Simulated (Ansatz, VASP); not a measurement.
Two plane-wave programs on MgO

```
Mg O
1.0
     0.00000    2.13515    2.13515
     2.13515    0.00000    2.13515
     2.13515    2.13515    0.00000
Mg O
1 1
Direct
  0.00000 0.00000 0.00000
  0.50000 0.50000 0.50000
```

Alike in both runs: task single point; functional PBE; k mesh 10 × 10 × 10; occupations gaussian, width 0.05 eV; no spin polarisation.

|  | VASP | Ansatz |
| --- | --- | --- |
| version | VASP 6.6.1 | Ansatz 0.2.0 |
| potentials or method | VASP PAW PBE potentials, release 64 (Mg, O), cutoff 600 eV | scalar-relativistic, plane waves, PAW |
| valence electrons in the cell | 8 | 16 |

```csv
,VASP,Ansatz,Ansatz less VASP
gap on the k mesh at the Fermi level (eV),4.34,4.35,+0.016
least direct gap on the mesh (eV),4.34,4.35,+0.016
pressure (GPa),-2.7,-1.7,+0.99
```

VASP's potentials hold 8 valence electrons a cell and Ansatz's 16, so a difference there can come from the potentials and not from the codes.
